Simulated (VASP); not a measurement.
# HfN (Fm-3m) in VASP: notebook

Runs on HfN. Level: PBEsol. Tasks: single point.

Program: VASP 6.6.1. These are calculated values, not measurements. Logs are shortened: lines on timing, memory, paths and dates and some standing lists are left out, and cuts for length are marked.

## Step 1: The cell of the first run

The structure is cubic, space group Fm-3m (No. 225). The conventional cell has a = 4.452 Å, b = 4.452 Å, c = 4.452 Å, α = 90.00°, β = 90.00°, γ = 90.00°. Hf (site symmetry m-3m) has 6 N at 2.23 Å within 2.9 Å. N (site symmetry m-3m) has 6 Hf at 2.23 Å within 2.9 Å.

## Step 2: Single point, PBEsol

Contents of INCAR:

```
PREC = Accurate
ENCUT = 520
EDIFF = 1E-6
ISMEAR = 1
SIGMA = 0.1
LREAL = False
LASPH = True
NELM = 100
ALGO = Normal
ISIF = 2
LWAVE = False
LCHARG = True
GGA = PS
LELF = True
LVHAR = True
NBANDS = 14
```

Contents of KPOINTS:

```
Automatic mesh
0
Gamma
  9 9 9
```

Contents of POSCAR:

```
HfN
1.0
    0.0000000000      2.2262460171      2.2262460171
    2.2262460171      0.0000000000      2.2262460171
    2.2262460171      2.2262460171      0.0000000000
Hf N
1 1
Direct
    0.0000000000      0.0000000000      0.0000000000
    0.5000000000      0.5000000000      0.5000000000
```

Potentials or basis: VASP PAW PBE potentials, release 64 (Hf_pv, N).

The run is started by

```bash
$ cat potpaw_PBE.64/Hf_pv/POTCAR potpaw_PBE.64/N/POTCAR > POTCAR
$ mpirun -np 1 vasp_std > vasp.out
```

OUTCAR:

```text
PREC = Accurate
   ENCUT = 520
   EDIFF = 1E-6
   ISMEAR = 1
   LREAL = False
   LASPH = True
   NELM = 100
   ISIF = 2
   GGA = PS

 ion  position               nearest neighbor table
   1  0.000  0.000  0.000-   2 2.23   2 2.23   2 2.23   2 2.23   2 2.23   2 2.23
   2  0.500  0.500  0.500-   1 2.23   1 2.23   1 2.23   1 2.23   1 2.23   1 2.23

  LATTYP: Found a face centered cubic cell.
 ALAT       =     4.4524920342

  Lattice vectors:

 A1 = (   0.0000000000,   2.2262460171,   2.2262460171)
 A2 = (   2.2262460171,   0.0000000000,   2.2262460171)
 A3 = (   2.2262460171,   2.2262460171,   0.0000000000)

Analysis of symmetry for initial positions (statically):
=====================================================================
 Subroutine PRICEL returns:
 Original cell was already a primitive cell.

 Routine SETGRP: Setting up the symmetry group for a
 face centered cubic supercell.

 Subroutine GETGRP returns: Found 48 space group operations
 (whereof 48 operations were pure point group operations)
 out of a pool of 48 trial point group operations.

The static configuration has the point symmetry O_h .

Analysis of symmetry for dynamics (positions and initial velocities):
=====================================================================
 Subroutine PRICEL returns:
 Original cell was already a primitive cell.

 Routine SETGRP: Setting up the symmetry group for a
 face centered cubic supercell.

 Subroutine GETGRP returns: Found 48 space group operations
 (whereof 48 operations were pure point group operations)
 out of a pool of 48 trial point group operations.

The dynamic configuration has the point symmetry O_h .

 Subroutine INISYM returns: Found 48 space group operations
 (whereof 48 operations are pure point group operations),
 and found     1 'primitive' translations

----------------------------------------------------------------------------------------

                                     Primitive cell

  volume of cell :      22.0673

  direct lattice vectors                    reciprocal lattice vectors
     0.000000000  2.226246017  2.226246017    -0.224593327  0.224593327  0.224593327
     2.226246017  0.000000000  2.226246017     0.224593327 -0.224593327  0.224593327
     2.226246017  2.226246017  0.000000000     0.224593327  0.224593327 -0.224593327

  length of vectors
     3.148387311  3.148387311  3.148387311     0.389007054  0.389007054  0.389007054

  position of ions in fractional coordinates (direct lattice)
     0.000000000  0.000000000  0.000000000
     0.500000000  0.500000000  0.500000000

  ion indices of the primitive-cell ions
   primitive index   ion index
                 1           1
                 2           2

----------------------------------------------------------------------------------------

 KPOINTS: Automatic mesh

Automatic generation of k-mesh.
 Grid dimensions read from file:
 generate k-points for:    9    9    9

 Generating k-lattice:

  Cartesian coordinates                     Fractional coordinates (reciprocal lattice)
    -0.024954814  0.024954814  0.024954814     0.111111111  0.000000000  0.000000000
     0.024954814 -0.024954814  0.024954814     0.000000000  0.111111111  0.000000000
     0.024954814  0.024954814 -0.024954814     0.000000000  0.000000000  0.111111111

  Length of vectors
     0.043223006  0.043223006  0.043223006

  Shift w.r.t. Gamma in fractional coordinates (k-lattice)
     0.000000000  0.000000000  0.000000000

 Subroutine IBZKPT returns following result:
 ===========================================

 Found     35 irreducible k-points:

 Following reciprocal coordinates:
            Coordinates               Weight
  0.000000  0.000000  0.000000      1.000000
  0.111111  0.000000  0.000000      8.000000
  0.222222  0.000000  0.000000      8.000000
  0.333333  0.000000  0.000000      8.000000
  0.444444  0.000000  0.000000      8.000000
  0.111111  0.111111  0.000000      6.000000
[... 16 lines left out ...]
 -0.333333  0.333333  0.000000     12.000000
  0.444444  0.444444  0.000000      6.000000
 [... further k-points ...]
   k-points           NKPTS =     35   k-points in BZ     NKDIM =     35   number of bands    NBANDS=     14
   number of dos      NEDOS =    301   number of ions     NIONS =      2
   total plane-waves  NPLWV =  13824
   dimension x,y,z NGX =    24 NGY =   24 NGZ =   24
   dimension x,y,z NGXF=    48 NGYF=   48 NGZF=   48
   ions per type =               1   1
   NGX,Y,Z   is equivalent  to a cutoff of  12.67, 12.67, 12.67 a.u.
   NGXF,Y,Z  is equivalent  to a cutoff of  25.35, 25.35, 25.35 a.u.
 SYSTEM =  unknown system
   PREC   = accura    normal or accurate (medium, high low for compatibility)
   ISTART =      0    job   : 0-new  1-cont  2-samecut
   ICHARG =      2    charge: 1-file 2-atom 10-const
   ISPIN  =      1    spin polarized calculation?
   LNONCOLLINEAR =      F non collinear calculations
   LSORBIT =      F    spin-orbit coupling
   LASPH  =      T    aspherical Exc in radial PAW
   ENCUT  =  520.0 eV  38.22 Ry    6.18 a.u.   5.85  5.85  5.85*2*pi/ulx,y,z
   NELM   =    100;   NELMIN=  2; NELMDL= -5     # of ELM steps
   EDIFF  = 0.1E-05   stopping-criterion for ELM
   LREAL  =      F    real-space projection
   EDIFFG = 0.1E-04   stopping-criterion for IOM
   NSW    =      0    number of steps for IOM
   IBRION =     -1    ionic relax: 0-MD 1-quasi-New 2-CG
   NFREE  =      0    steps in history (QN), initial steepest desc. (CG)
   ISIF   =      2    stress and relaxation
   ISYM   =      2    0-nonsym 1-usesym 2-fastsym
   POTIM  = 0.5000    time-step for ionic-motion
   TEBEG  =    0.0;   TEEND  =   0.0 temperature during run
   PSTRESS=    0.0 pullay stress
   NELECT =      15.0000    total number of electrons
   NUPDOWN=      -1.0000    fix difference up-down
   EMIN   =  10.00;   EMAX   =-10.00  energy-range for DOS
   EFERMI =   0.00;   METHOD = LEGACY
   ISMEAR =     1;   SIGMA  =   0.10  broadening in eV -4-tet -1-fermi 0-gaus
   EFERMI_NEDOS =   21; number of points for ismear=-14 and -15
   IALGO  =     38    algorithm
   IMIX   =      4    mixing-type and parameters
     AMIX     =   0.40;   BMIX     =  1.00
     AMIX_MAG =   1.60;   BMIX_MAG =  1.00
  volume/ion in A,a.u.               =      11.03        74.46
  Fermi-wavevector in a.u.,A,eV,Ry     =   1.439424  2.720117 28.190478  2.071942
  Thomas-Fermi vector in A             =   2.558281
   LORBIT       =      0    0 simple, 1 ext, 2 COOP (PROOUT), +10 PAW based schemes
   GGA     = PS    functional components
   LHFCALC =     F    Hartree Fock is set to
   AEXX    =    0.0000 exact exchange contribution
   IVDW    =     0    specifies the selected vdW correction
   LEPSILON=     F    determine dielectric tensor
   LRPA    =     F    only Hartree local field effects (RPA)
 non-spin polarized calculation
 Methfessel and Paxton  Order N= 1 SIGMA  =   0.10
  energy-cutoff  :      520.00
  volume of cell :       22.07
 maximum number of plane-waves:       609
   NGX = 11   NGY = 11   NGZ = 11

 number of electron      15.0000001 magnetization

 Free energy of the ion-electron system (eV)
  ---------------------------------------------------
  ext. energy  EPLUGINS =         0.00000000
  ---------------------------------------------------
  free energy    TOTEN  =       -22.98569618 eV

  energy without entropy =      -22.98410816  energy(sigma->0) =      -22.98516684

 E-fermi :   8.5640     XC(G=0): -13.1252

 val. band max:        8.5556878421   @ k =   0.4444   0.2222   0.1111
 cond. band min:       8.6129293089   @ k =   0.1111   0.0000   0.0000
 fundamental gap:      0.0572414668
 Fermi energy:         8.5639805984

 k-point     1 :       0.0000    0.0000    0.0000
  band No.  band energies     occupation
      1     -22.2992      2.00000
      2     -22.2992      2.00000
      3     -22.2992      2.00000
      4      -9.1045      2.00000
      5       5.5619      2.00000
      6       5.5619      2.00000
      7       5.5619      2.00000
      8       8.1921      2.00000
      9       8.1921      2.00000
     10       8.1921      2.00000
     11      10.6406      0.00000
     12      10.6406      0.00000
     13      10.8369      0.00000
     14      18.2368      0.00000

 k-point     2 :       0.1111    0.0000    0.0000
  band No.  band energies     occupation
      1     -22.4475      2.00000
      2     -22.3111      2.00000
      3     -22.3111      2.00000
      4      -8.7917      2.00000
      5       4.4306      2.00000
      6       4.8617      2.00000
      7       4.8617      2.00000
      8       8.4888      1.95335
      9       8.6129      0.27146
     10       8.6129      0.27146
     11      11.6010      0.00000
     12      11.6010      0.00000
     13      11.6728      0.00000
     14      19.2287      0.00000

 k-point     3 :       0.2222    0.0000    0.0000
  band No.  band energies     occupation
      1     -22.8027      2.00000
      2     -22.3409      2.00000
      3     -22.3409      2.00000
      4      -7.9777      2.00000
      5       2.4882      2.00000
      6       3.6866      2.00000
      7       3.6866      2.00000
      8       9.0037     -0.00000
      9       9.6495     -0.00000
     10       9.6495     -0.00000
     11      13.3054      0.00000
     12      13.6638      0.00000
     13      13.6638      0.00000
     14      21.0382      0.00000
[... 324 lines left out ...]
 k-point    23 :      -0.3333    0.3333    0.0000
  band No.  band energies     occupation
      1     -23.0482      2.00000
      2     -22.9704      2.00000
      3     -22.5134      2.00000
      4      -6.9951      2.00000
      5       1.3045      2.00000
      6       3.0016      2.00000
      7       3.0147      2.00000
      8       9.1670     -0.00000
      9      11.9036      0.00000
     10      12.5489      0.00000
     11      14.5961      0.00000
     12      16.9924      0.00000
     13      19.1171      0.00000
     14      21.0332      0.00000

 k-point    24 :       0.4444    0.4444    0.0000
  band No.  band energies     occupation
      1     -23.2158      2.00000
      2     -22.6522      2.00000
      3     -22.6522      2.00000
      4      -7.9324      2.00000
      5       2.9804      2.00000
      6       4.6210      2.00000
      7       4.8911      2.00000
      8       4.8911      2.00000
      9      12.8338      0.00000
     10      14.3966      0.00000
     11      14.3966      0.00000
     12      14.4851      0.00000
     13      17.4191      0.00000
     14      18.4329      0.00000

 [... further k-points ...]
[... 5 lines left out ...]
  --------------------------------------------------------------------------------------
  -------------------------------------------------------------------------------------
  Total        1.0755269      1.0755269      1.0755269      0.0000000      0.0000000      0.0000000
  in kB       78.0876557     78.0876557     78.0876557      0.0000000      0.0000000      0.0000000
  external PRESSURE =      78.0876557 kB  Pullay stress =       0.0000000 kB

 VOLUME and BASIS-vectors are now :
 -----------------------------------------------------------------------------
  energy-cutoff  :      520.00
  volume of cell :       22.07
      direct lattice vectors                 reciprocal lattice vectors
     0.000000000  2.226246017  2.226246017    -0.224593327  0.224593327  0.224593327
     2.226246017  0.000000000  2.226246017     0.224593327 -0.224593327  0.224593327
     2.226246017  2.226246017  0.000000000     0.224593327  0.224593327 -0.224593327

 POSITION                                       TOTAL-FORCE (eV/Angst)
 -----------------------------------------------------------------------------------
      0.00000      0.00000      0.00000         0.000000     -0.000000     -0.000000
      2.22625      2.22625      2.22625         0.000000      0.000000      0.000000
 -----------------------------------------------------------------------------------
    total drift:                                0.000000     -0.000000     -0.000000

  FREE ENERGIE OF THE ION-ELECTRON SYSTEM (eV)
  ---------------------------------------------------
  free  energy   TOTEN  =       -22.9856961796 eV

  energy  without entropy=      -22.9841081626  energy(sigma->0) =      -22.98516684
```

Wall time 14 s (1 thread of AMD EPYC 7R43 (Zen 3), shared host); peak memory 0.1 GiB.

Results:

* Free energy: -22.9857 eV
* Pressure: 7.8 GPa

Caveat: the PAW data sets were made with another functional, which shifts forces and pressure a little; spin-orbit coupling is left out, which moves the levels of the heavy elements.

## Step 3: Single point, PBEsol

This run uses another cell than the first one, of 10.72 Å³/atom, 0.971 times its volume.

Contents of INCAR:

```
PREC     = Accurate       # precision mode
ENCUT    = 520            # plane-wave cutoff, eV
EDIFF    = 1E-6           # SCF threshold, eV
ISMEAR   = 1              # smearing method
SIGMA    = 0.1            # smearing width, eV
LREAL    = False          # projectors in reciprocal space
LASPH    = True           # aspherical terms in the spheres
NELM     = 100            # most SCF steps
ALGO     = Normal         # electronic algorithm
ISIF     = 2              # what is computed and relaxed
LWAVE    = False          # write WAVECAR
LCHARG   = False          # write CHGCAR
GGA      = PS             # functional
NBANDS   = 14             # bands
```

KPOINTS is that of step 2.

Contents of POSCAR:

```
HfN
1.0
    0.0000000000      2.2048613153      2.2048613153
    2.2048613153      0.0000000000      2.2048613153
    2.2048613153      2.2048613153      0.0000000000
Hf N
1 1
Direct
    0.0000000000      0.0000000000      0.0000000000
    0.5000000000      0.5000000000      0.5000000000
```

Potentials or basis: VASP PAW PBE potentials, release 64 (Hf_pv, N).

The run is started by

```bash
$ cat potpaw_PBE.64/Hf_pv/POTCAR potpaw_PBE.64/N/POTCAR > POTCAR
$ mpirun -np 1 vasp_std > vasp.out
```

Wall time 15 s (1 thread of AMD EPYC 7R43 (Zen 3), shared host); peak memory 0.11 GiB.

It converged, with:

| Quantity | Value |
| --- | --- |
| Free energy | -22.9353 eV |
| Pressure | 17.8 GPa |

Levels at points of the mesh, in eV from the Fermi level:
```
           k point  band 6  band 7  band 8  band 9  band 10  band 11
(0.00, 0.00, 0.00)   -3.03   -3.03   -0.39   -0.39    -0.39     2.15
```

Caveat: the PAW data sets were made with another functional, which shifts forces and pressure a little; spin-orbit coupling is left out, which moves the levels of the heavy elements.

## Step 4: Single point, PBEsol

This run uses another cell than the first one, of 10.44 Å³/atom, 0.947 times its volume.

Contents of INCAR:

```
SYSTEM = HfN
  PREC = Accurate
  ENCUT = 520
  EDIFF = 1E-6
  ISMEAR = 1
  SIGMA = 0.1
  LREAL = .False.
  LASPH = .True.
  NELM = 80
  ALGO = Normal
  ISIF = 2
  LWAVE = .False.
  LCHARG = .True.
  GGA = PS
  LELF = .True.
  LVHAR = .True.
  NBANDS = 14
```

Contents of KPOINTS:

```
Automatic mesh
0
Gamma
  9 9 9
  0 0 0
```

Contents of POSCAR:

```
HfN
1.0
    0.0000000000      2.1859032644      2.1859032644
    2.1859032644      0.0000000000      2.1859032644
    2.1859032644      2.1859032644      0.0000000000
Hf N
1 1
Direct
    0.0000000000      0.0000000000      0.0000000000
    0.5000000000      0.5000000000      0.5000000000
```

Potentials or basis: VASP PAW PBE potentials, release 64 (Hf_pv, N).

The run is started by

```bash
$ cat potpaw_PBE.64/Hf_pv/POTCAR potpaw_PBE.64/N/POTCAR > POTCAR
$ mpirun -np 1 vasp_std > vasp.out
```

OUTCAR:

```text
SYSTEM = HfN
   PREC = Accurate
   ENCUT = 520
   EDIFF = 1E-6
   ISMEAR = 1
   LREAL = .False.
   LASPH = .True.
   NELM = 80
   ISIF = 2
   GGA = PS

 ion  position               nearest neighbor table
   1  0.000  0.000  0.000-   2 2.19   2 2.19   2 2.19   2 2.19   2 2.19   2 2.19
   2  0.500  0.500  0.500-   1 2.19   1 2.19   1 2.19   1 2.19   1 2.19   1 2.19

  LATTYP: Found a face centered cubic cell.
 ALAT       =     4.3718065288

  Lattice vectors:

 A1 = (   0.0000000000,   2.1859032644,   2.1859032644)
 A2 = (   2.1859032644,   0.0000000000,   2.1859032644)
 A3 = (   2.1859032644,   2.1859032644,   0.0000000000)

Analysis of symmetry for initial positions (statically):
=====================================================================
 Subroutine PRICEL returns:
 Original cell was already a primitive cell.

 Routine SETGRP: Setting up the symmetry group for a
 face centered cubic supercell.

 Subroutine GETGRP returns: Found 48 space group operations
 (whereof 48 operations were pure point group operations)
 out of a pool of 48 trial point group operations.

The static configuration has the point symmetry O_h .

Analysis of symmetry for dynamics (positions and initial velocities):
[... 165 lines left out ...]

 k-point     1 :       0.0000    0.0000    0.0000
  band No.  band energies     occupation
      1     -21.5709      2.00000
      2     -21.5709      2.00000
      3     -21.5709      2.00000
      4      -8.9204      2.00000
      5       6.0126      2.00000
      6       6.0126      2.00000
      7       6.0126      2.00000
      8       8.6577      2.00000
      9       8.6577      2.00000
     10       8.6577      2.00000
     11      11.2836      0.00000
     12      11.2836      0.00000
     13      11.9182      0.00000
     14      18.8779      0.00000
[... 377 lines left out ...]
      1     -22.6815      2.00000
      2     -21.9975      2.00000
      3     -21.9975      2.00000
      4      -7.7418      2.00000
      5       3.5172      2.00000
      6       4.8618      2.00000
      7       5.3889      2.00000
      8       5.3889      2.00000
      9      13.6469      0.00000
     10      15.3529      0.00000
     11      15.3529      0.00000
     12      15.6753      0.00000
     13      18.6473      0.00000
     14      19.5496      0.00000

 [... further k-points ...]
[... 5 lines left out ...]
  --------------------------------------------------------------------------------------
  -------------------------------------------------------------------------------------
  Total        3.6308445      3.6308445      3.6308445     -0.0000000      0.0000000      0.0000000
  in kB      278.4809016    278.4809016    278.4809016     -0.0000000      0.0000000      0.0000000
  external PRESSURE =     278.4809016 kB  Pullay stress =       0.0000000 kB

 VOLUME and BASIS-vectors are now :
 -----------------------------------------------------------------------------
  energy-cutoff  :      520.00
  volume of cell :       20.89
      direct lattice vectors                 reciprocal lattice vectors
     0.000000000  2.185903264  2.185903264    -0.228738393  0.228738393  0.228738393
     2.185903264  0.000000000  2.185903264     0.228738393 -0.228738393  0.228738393
     2.185903264  2.185903264  0.000000000     0.228738393  0.228738393 -0.228738393

 POSITION                                       TOTAL-FORCE (eV/Angst)
 -----------------------------------------------------------------------------------
      0.00000      0.00000      0.00000        -0.000000     -0.000000      0.000000
      2.18590      2.18590      2.18590         0.000000      0.000000     -0.000000
 -----------------------------------------------------------------------------------
    total drift:                                0.000000     -0.000000     -0.000000

  FREE ENERGIE OF THE ION-ELECTRON SYSTEM (eV)
  ---------------------------------------------------
  free  energy   TOTEN  =       -22.8570692952 eV

  energy  without entropy=      -22.8553410767  energy(sigma->0) =      -22.85649322
```

Run time: 16 s. Hardware: 1 thread of AMD EPYC 7R43 (Zen 3), shared host; peak memory 0.1 GiB.

What came out:

```yaml
Free_energy: -22.8571 eV
Pressure: 27.8 GPa
```

Caveat: the PAW data sets were made with another functional, which shifts forces and pressure a little; spin-orbit coupling is left out, which moves the levels of the heavy elements.

## Step 5: Summary

| cell | gap on the mesh (eV) | pressure (GPa) |
| --- | --- | --- |
| a = 3.148 Å, angles 60.0°, 2 atoms | none | 7.8 |
| a = 3.118 Å, angles 60.0°, 2 atoms | none | 17.8 |
| a = 3.091 Å, angles 60.0°, 2 atoms | none | 27.8 |

Alike in all rows: task single point; level PBEsol; potentials or basis VASP PAW PBE potentials, release 64 (Hf_pv, N); no spin polarisation; k mesh 9 × 9 × 9; cutoff (eV) 520; smearing methfessel-paxton 0.1 eV.

Caveats: the PAW data sets were made with another functional, which shifts forces and pressure a little; spin-orbit coupling is left out, which moves the levels of the heavy elements.

Total energies depend on the potentials used, so only differences within one code and one set of settings carry meaning.
